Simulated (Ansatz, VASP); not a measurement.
**Two plane-wave programs on SnSe**

INCAR

```
SYSTEM = SnSe
PREC = Accurate ; ENCUT = 520
EDIFF = 1E-6 ; ISMEAR = 0
SIGMA = 0.05 ; LREAL = .False.
LASPH = .True. ; NELM = 100
ALGO = Normal ; ISIF = 2
LWAVE = .False. ; LCHARG = .False.
GGA = CA ; NBANDS = 50
```

Contents of KPOINTS:

```
Automatic mesh
0
Gamma
  6 6 6
  0 0 0
```

Contents of POSCAR:

```
SnSe
1.0
    5.8932955401      0.0000000000      0.0000000000
    0.0000000000     -5.8932955401      0.0000000000
    0.0000000000      0.0000000000     -5.8932955401
Sn Se
4 4
Direct
    0.0000000000      0.0000000000      0.0000000000
    0.5000000000      0.5000000000      0.0000000000
    0.5000000000      0.0000000000      0.5000000000
    0.0000000000      0.5000000000      0.5000000000
    0.5000000000      0.0000000000      0.0101810608
    0.0000000000      0.5000000000      0.0000000000
    0.0000000000      0.0000000000      0.5000000000
    0.5000000000      0.5000000000      0.5000000000
```

Input for Ansatz:

```yaml
crystal:
  lattice:
    - [5.8932955401, 0.0, 0.0]
    - [0.0, -5.8932955401, 0.0]
    - [0.0, 0.0, -5.8932955401]
  atoms:
    - { symbol: Sn, position: [0.0, 0.0, 0.0] }
    - { symbol: Sn, position: [0.5, 0.5, 0.0] }
    - { symbol: Sn, position: [0.5, 0.0, 0.5] }
    - { symbol: Sn, position: [0.0, 0.5, 0.5] }
    - { symbol: Se, position: [0.5, 0.0, 0.0101810608] }
    - { symbol: Se, position: [0.0, 0.5, 0.0] }
    - { symbol: Se, position: [0.0, 0.0, 0.5] }
    - { symbol: Se, position: [0.5, 0.5, 0.5] }
basis:
  ecutwfc: 420
kpoints:
  mp_grid: { grid: [6, 6, 6] }
hamiltonian:
  xc: lda
scf:
  occupations: { method: gaussian, width: 0.05 }
output:
  forces: true
  stress: true
  eigenvalues: true
```

Alike in both runs: task single point; functional LDA; k mesh 6 × 6 × 6; occupations gaussian, width 0.05 eV; no spin polarisation.

|  | VASP | Ansatz |
| --- | --- | --- |
| version | VASP 6.6.1 | Ansatz 0.2.0 |
| potentials or method | VASP PAW LDA potentials, release 64 (Sn_d, Se), cutoff 520 eV | scalar-relativistic, plane waves, PAW |
| valence electrons in the cell | 80 | 120 |

Ansatz gave:

* gap on the k mesh at the Fermi level (eV): 0.26
* least direct gap on the mesh (eV): 0.26
* pressure (GPa): 0.1
* rms of the force components (eV/Å): 0.019

Task: Which values does VASP return?

Result: gap on the k mesh at the Fermi level (eV): 0.25; least direct gap on the mesh (eV): 0.25; pressure (GPa): 0.2; rms of the force components (eV/Å): 0.020.

LDA's correlation is that of Perdew and Zunger in VASP and of Perdew and Wang (1992) in Ansatz. Atom by atom the forces differ by 0.001 eV/Å (rms over components). VASP's potentials hold 80 valence electrons a cell and Ansatz's 120, so a difference there can come from the potentials and not from the codes.
